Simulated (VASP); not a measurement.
A run of VASP 6.6.1 is set up as follows.

Contents of INCAR:

```
SYSTEM = Sc4Mo
PREC = Accurate ; ENCUT = 520
EDIFF = 1E-6 ; ISMEAR = 0
SIGMA = 0.1 ; LREAL = .FALSE.
LASPH = .TRUE. ; NELM = 80
ALGO = Normal ; ISIF = 2
LWAVE = .FALSE. ; LCHARG = .FALSE.
GGA = PE ; NBANDS = 37
```

The input KPOINTS:

```
Automatic mesh
0
G
  4 4 4
  0 0 0
```

POSCAR

```
Sc4Mo
1.0
    4.8083440427      0.0000000000      0.0000000000
    0.0000000000      4.8083440427      0.0000000000
    0.0000000000      0.0000000000      4.8083440427
Sc Mo
4 1
Direct
    0.5000000000      0.5000000000      0.5000000000
    0.0000000000      0.5000000000      0.5000000000
    0.5000000000      0.0000000000      0.5000000000
    0.5000000000      0.5000000000      0.0000000000
    0.0000000000      0.0000000000      0.0000000000
```

Potentials or basis: VASP PAW PBE potentials, release 64 (Sc_sv, Mo_sv).

Launch:

```bash
$ cat potpaw_PBE.64/Sc_sv/POTCAR potpaw_PBE.64/Mo_sv/POTCAR > POTCAR
$ mpirun -np 1 vasp_std > vasp.out
```

Question: What does it give for the band gap on the k mesh?

Answer: Zero (band 29 reaches 4.97 eV, above the bottom of band 30 at 4.05 eV).

Question: Predict the pressure.

Answer: 0.7 GPa.
